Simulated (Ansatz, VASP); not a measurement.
# One calculation of WS2, two programs

File INCAR:

```
SYSTEM = WS2
ALGO = Normal ; EDIFF = 1E-7
ENCUT = 520 ; GGA = PE
ISIF = 2 ; ISMEAR = 0
IVDW = 12 ; LASPH = .TRUE.
LCHARG = .FALSE. ; LREAL = .FALSE.
LWAVE = .FALSE. ; NBANDS = 20
NELM = 80 ; PREC = Accurate
SIGMA = 0.05
```

KPOINTS

```
k-points
0
G
  12 12 12
  0 0 0
```

POSCAR

```
WS2
1.0
    1.5785988138      0.9114044501      6.0395756060
   -1.5785988138      0.9114044501      6.0395756060
    0.0000000000     -1.8228089002      6.0395756060
W S
1 2
Direct
    0.9993440419      0.9993440419      0.9993440419
    0.7527816504      0.7527816504      0.7527816504
    0.5791743077      0.5791743077      0.5791743077
```

Input for Ansatz:

```yaml
crystal:
  lattice:
    - [1.5785988138, 0.9114044501, 6.039575606]
    - [-1.5785988138, 0.9114044501, 6.039575606]
    - [0.0, -1.8228089002, 6.039575606]
  atoms:
    - { symbol: W, position: [0.9993440419, 0.9993440419, 0.9993440419] }
    - { symbol: S, position: [0.7527816504, 0.7527816504, 0.7527816504] }
    - { symbol: S, position: [0.5791743077, 0.5791743077, 0.5791743077] }
basis:
  ecutwfc: 420
kpoints:
  mp_grid: { grid: [12, 12, 12] }
hamiltonian:
  xc: pbe
  pseudopotentials: { kind: paw, azcp: { folder: soft_1 } }
  dispersion: d3bj
scf:
  occupations: { method: gaussian, width: 0.05 }
output:
  forces: true
  stress: true
  eigenvalues: true
  write_density: true
  write_potential: true
  elf: true
  volumetric_format: npy
```

Alike in both runs: task single point; functional PBE; dispersion D3(BJ); k mesh 12 × 12 × 12; occupations gaussian, width 0.05 eV; no spin polarisation.

|  | VASP | Ansatz |
| --- | --- | --- |
| version | VASP 6.6.1 | Ansatz 0.2.0 |
| potentials or method | VASP PAW PBE potentials, release 64 (W_sv, S), cutoff 520 eV | scalar-relativistic, plane waves, PAW |
| valence electrons in the cell | 26 | 26 |

VASP gave:

| Property | Result |
| --- | --- |
| gap on the k mesh at the Fermi level (eV) | 0.93 |
| least direct gap on the mesh (eV) | 1.92 |
| pressure (GPa) | 0.0 |

Task: Which values does Ansatz return?

Result: gap on the k mesh at the Fermi level (eV): 0.92; least direct gap on the mesh (eV): 1.92; pressure (GPa): 0.0.

Neither program's run includes spin-orbit coupling.
